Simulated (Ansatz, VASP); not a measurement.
Two plane-wave programs on TaF3

```
CELL_PARAMETERS angstrom
4.11434 0.00000 0.00000
0.00000 4.11434 0.00000
0.00000 0.00000 4.11434
ATOMIC_POSITIONS crystal
Ta 0.00000 0.00000 0.00000
F 0.50000 0.00000 0.00000
F 0.00000 0.50000 0.00000
F 0.00000 0.00000 0.50000
```

Alike in both runs: functional r2SCAN; k mesh 5 × 5 × 5; no spin polarisation; Hubbard terms Ta d U = 4.0 eV.

Ansatz relaxed the structure, and its values are those at the end. VASP's run is a single point on that final structure, the one shown.

```csv
,VASP,Ansatz
version,VASP 6.6.1,Ansatz 0.2.0
potentials or method,"VASP PAW PBE potentials, release 64 (Ta_pv, F), cutoff 520 eV",PAW plane waves
occupations,"fermi-dirac, width 0.1 eV",fermi-dirac
valence electrons in the cell,32,34
```

```csv
,VASP,Ansatz,Ansatz less VASP
gap on the k mesh at the Fermi level (eV),none,none,-
pressure (GPa),2.1,0.0,-2.12
```

VASP's potentials were made for PBE, not for r2SCAN. The programs project onto different local orbitals, so the same U acts differently, and such runs can settle in different states. A gap of «none» marks a metal or a gap that the smearing closes. VASP's potentials hold 32 valence electrons a cell and Ansatz's 34, so a difference there can come from the potentials and not from the codes. Ansatz's warnings: filled band counts differ across k points.

Spin-orbit coupling is off throughout.
